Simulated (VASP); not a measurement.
Input of a VASP 6.6.1 run:

The input INCAR:

```
SYSTEM = La2Y2O
PREC = Accurate
ENCUT = 600
EDIFF = 1E-6
ISMEAR = 0
SIGMA = 0.2
LREAL = .FALSE.
LASPH = .TRUE.
NELM = 100
ALGO = Normal
ISIF = 3
LWAVE = .FALSE.
LCHARG = .FALSE.
GGA = PE
IBRION = 2
NSW = 36
EDIFFG = -0.08
```

KPOINTS

```
Automatic mesh
0
G
  5 5 2
  0 0 0
```

The input POSCAR:

```
La2Y2O
1.0
    3.5200000000      0.0000000000      0.0000000000
   -1.7600000000      3.0484094200      0.0000000000
    0.0000000000      0.0000000000     10.9000000000
La Y O
2 2 1
Direct
    0.3333333300      0.6666666700      0.1250000000
    0.6666666700      0.3333333300      0.8750000000
    0.6666666700      0.3333333300      0.3780000000
    0.3333333300      0.6666666700      0.6220000000
    0.0000000000      0.0000000000      0.0000000000
```

Potentials or basis: VASP PAW PBE potentials, release 64 (La, Y_sv, O).

Launch:

```bash
$ cat potpaw_PBE.64/La/POTCAR potpaw_PBE.64/Y_sv/POTCAR potpaw_PBE.64/O/POTCAR > POTCAR
$ mpirun -np 1 vasp_std > vasp.out
```

Q: What does it give for the band gap on the k mesh?

A: Zero (bands 25 and 26 overlap by 0.52 eV).

Q: What does it give for the relaxed volume?

A: 28.79 Å³/atom.

Final structure:
```xyz
5
Lattice="3.7229 0.0000 0.0000 -1.8615 3.2241 0.0000 0.0000 0.0000 11.9932" Properties=species:S:1:pos:R:3 pbc="T T T"
La    0.0000    2.1494    1.4149
La    1.8615    1.0747   10.5783
Y     1.8615    1.0747    4.6435
Y     0.0000    2.1494    7.3498
O     0.0000    0.0000    0.0000
```

Caveat: the k points lie up to 0.39 Å⁻¹ apart in the final cell, too coarse for converged energies and pressures of a metal; the volume moved by over 15 % at a fixed basis, so the end points are rough; spin-orbit coupling is left out, which moves the levels of the heavy elements.
